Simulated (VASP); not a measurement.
# SiNi3 (Pm-3m) in VASP: further runs, part 2 of 2

VASP 6.6.1.

## 4. Single point, PBE, collinear spin, ferromagnetic start (volume scaled by 0.98, then relaxed in part)

Input file INCAR:

```
SYSTEM = SiNi3
PREC = Accurate
ENCUT = 520
EDIFF = 1E-6
ISMEAR = -1
SIGMA = 0.05
LREAL = .FALSE.
LASPH = .TRUE.
NELM = 150
ALGO = Normal
ISIF = 2
LWAVE = .FALSE.
LCHARG = .FALSE.
ISPIN = 2
MAGMOM = 0 1.5 1.5 1.5
LORBIT = 11
LMAXMIX = 4
GGA = PE
NBANDS = 29
```

Input file KPOINTS:

```
Automatic mesh
0
G
  13 13 13
  0 0 0
```

Input file POSCAR:

```
SiNi3
1.0
    3.5272663960      0.0000000000      0.0000000000
    0.0000000000      3.5272663960      0.0000000000
    0.0000000000      0.0000000000      3.5272663960
Si Ni
1 3
Direct
    0.0000000000      0.0000000000      0.0000000000
    0.0000000000      0.5000000000      0.5000000000
    0.5000000000      0.0000000000      0.5000000000
    0.5000000000      0.5000000000      0.0000000000
```

Potentials or basis: VASP PAW PBE potentials, release 64 (Si, Ni).

On the command line:

```sh
$ cat potpaw_PBE.64/Si/POTCAR potpaw_PBE.64/Ni/POTCAR > POTCAR
$ mpirun -np 1 vasp_std > vasp.out
```

OUTCAR:

```text
SYSTEM = SiNi3
   PREC = Accurate
   ENCUT = 520
   EDIFF = 1E-6
   ISMEAR = -1
   LREAL = .FALSE.
   LASPH = .TRUE.
   NELM = 150
   ISIF = 2
   ISPIN = 2
   LORBIT = 11
   GGA = PE

 ion  position               nearest neighbor table
   1  0.000  0.000  0.000-   2 2.49   3 2.49   4 2.49   2 2.49   3 2.49   2 2.49   4 2.49   2 2.49
                             3 2.49   4 2.49   3 2.49   4 2.49
   2  0.000  0.500  0.500-   1 2.49   3 2.49   4 2.49   1 2.49   4 2.49   1 2.49   3 2.49   1 2.49
                             3 2.49   4 2.49   4 2.49   3 2.49
   3  0.500  0.000  0.500-   1 2.49   2 2.49   4 2.49   1 2.49   4 2.49   2 2.49   4 2.49   4 2.49
                             1 2.49   2 2.49   1 2.49   2 2.49
   4  0.500  0.500  0.000-   1 2.49   2 2.49   3 2.49   2 2.49   3 2.49   1 2.49   3 2.49   3 2.49
                             1 2.49   2 2.49   2 2.49   1 2.49

  LATTYP: Found a simple cubic cell.
 ALAT       =     3.5272663960

  Lattice vectors:

 A1 = (   3.5272663960,   0.0000000000,   0.0000000000)
 A2 = (   0.0000000000,   3.5272663960,   0.0000000000)
 A3 = (   0.0000000000,   0.0000000000,   3.5272663960)

Analysis of symmetry for initial positions (statically):
=====================================================================
[... 1748 lines left out ...]
  -------------------------------------------------------------------------------------
  Total       -0.9811365     -0.9811365     -0.9811365     -0.0000000     -0.0000000     -0.0000000
  in kB      -35.8199696    -35.8199696    -35.8199696     -0.0000000     -0.0000000     -0.0000000
  external PRESSURE =     -35.8199696 kB  Pullay stress =       0.0000000 kB

 VOLUME and BASIS-vectors are now :
 -----------------------------------------------------------------------------
  energy-cutoff  :      520.00
  volume of cell :       43.88
      direct lattice vectors                 reciprocal lattice vectors
     3.527266396  0.000000000  0.000000000     0.283505664  0.000000000  0.000000000
     0.000000000  3.527266396  0.000000000     0.000000000  0.283505664  0.000000000
     0.000000000  0.000000000  3.527266396     0.000000000  0.000000000  0.283505664

 POSITION                                       TOTAL-FORCE (eV/Angst)
 -----------------------------------------------------------------------------------
      0.00000      0.00000      0.00000         0.000000      0.000000      0.000000
      0.00000      1.76363      1.76363         0.000000      0.000000      0.000000
      1.76363      0.00000      1.76363         0.000000      0.000000      0.000000
      1.76363      1.76363      0.00000         0.000000      0.000000      0.000000
 -----------------------------------------------------------------------------------
    total drift:                                0.000000      0.000000      0.000000

  FREE ENERGIE OF THE ION-ELECTRON SYSTEM (eV)
  ---------------------------------------------------
  free  energy   TOTEN  =       -23.6804278949 eV

  energy  without entropy=      -23.6632850232  energy(sigma->0) =      -23.67185646

 total charge

# of ion       s       p       d       tot
------------------------------------------
    1        0.730   0.811   0.000   1.541
    2        0.476   0.551   8.401   9.429
    3        0.476   0.551   8.401   9.429
    4        0.476   0.551   8.401   9.429
--------------------------------------------------
tot          2.159   2.465  25.203  29.827

 magnetization (x)

# of ion       s       p       d       tot
------------------------------------------
    1       -0.000  -0.000   0.000  -0.000
    2       -0.000  -0.000   0.000   0.000
    3       -0.000  -0.000   0.000   0.000
    4       -0.000  -0.000   0.000   0.000
--------------------------------------------------
tot         -0.000  -0.000   0.001   0.001
```

stdout:

```text
POSCAR found type information on POSCAR SiNi
 POSCAR found :  2 types and       4 ions
 scaLAPACK will be used
 LDA part: xc-table for (Slater+PW92), standard interpolation
 POSCAR, INCAR and KPOINTS ok, starting setup
 FFT: planning ... GRIDC
 FFT: planning ... GRID_SOFT
 FFT: planning ... GRID
 WAVECAR not read
 entering main loop
```

It took 1.8 min on 1 thread of Intel Xeon 6975P-C (Granite Rapids), shared host; peak memory 0.28 GiB.

What came out:

| Quantity | Value |
| --- | --- |
| Free energy | -23.6804 eV |
| Pressure | -3.6 GPa |
| Band gap on the k mesh | zero (filled and empty bands overlap) |
| Net moment | 0.00 μB per cell |
| Valence electrons inside the program's atomic spheres | Si 1.54; Ni 9.43 |

Caveat: the cell differs from its parent crystal (volume scaled by 0.98, then relaxed in part); the starting moments collapsed, and a magnetic state may lie lower.

## 5. Single point, PBE, collinear spin, ferromagnetic start

This run uses another cell than the first one, of 11.20 Å³/atom, 1.064 times its volume.

Input file INCAR:

```
SYSTEM = SiNi3
ALGO = Normal
EDIFF = 1E-6
ENCUT = 520
GGA = PE
ISIF = 2
ISMEAR = -1
ISPIN = 2
LASPH = .True.
LCHARG = .False.
LMAXMIX = 4
LORBIT = 11
LREAL = .False.
LWAVE = .False.
MAGMOM = 0 1.5 1.5 1.5
NBANDS = 29
NELM = 150
PREC = Accurate
SIGMA = 0.05
```

Input file KPOINTS:

```
k-points
0
Gamma
  13 13 13
  0 0 0
```

Input file POSCAR:

```
SiNi3
1.0
    3.5511000000      0.0000000000      0.0000000000
    0.0000000000      3.5511000000      0.0000000000
    0.0000000000      0.0000000000      3.5511000000
Si Ni
1 3
Direct
    0.0000000000      0.0000000000      0.0000000000
    0.0000000000      0.5000000000      0.5000000000
    0.5000000000      0.0000000000      0.5000000000
    0.5000000000      0.5000000000      0.0000000000
```

On the command line:

```sh
$ cat potpaw_PBE.64/Si/POTCAR potpaw_PBE.64/Ni/POTCAR > POTCAR
$ mpirun -np 1 vasp_std > vasp.out
```

Wall time 82 s (1 thread of Intel Xeon 6975P-C (Granite Rapids), shared host); peak memory 0.28 GiB.

The run converged. Its results:

- Free energy: -23.6496 eV
- Pressure: -7.3 GPa
- Band gap on the k mesh: zero (filled and empty bands overlap)
- Net moment: 0.00 μB per cell
- Valence electrons inside the program's atomic spheres: Si 1.53; Ni 9.39

Levels at points of the mesh, in eV from the Fermi level:
Spin up:
| k point | band 13 | band 14 | band 15 | band 16 | band 17 | band 18 | band 19 | band 20 | band 21 | band 22 |
| --- | --- | --- | --- | --- | --- | --- | --- | --- | --- | --- |
| (0.00, 0.00, 0.00) | -0.84 | -0.60 | -0.60 | -0.29 | 0.02 | 0.02 | 0.02 | 4.47 | 6.14 | 6.14 |
Spin down:
```tsv
k point	band 13	band 14	band 15	band 16	band 17	band 18	band 19	band 20	band 21	band 22
(0.00, 0.00, 0.00)	-0.84	-0.60	-0.60	-0.29	0.02	0.02	0.02	4.47	6.14	6.14
```

Caveat: the starting moments collapsed, and a magnetic state may lie lower.
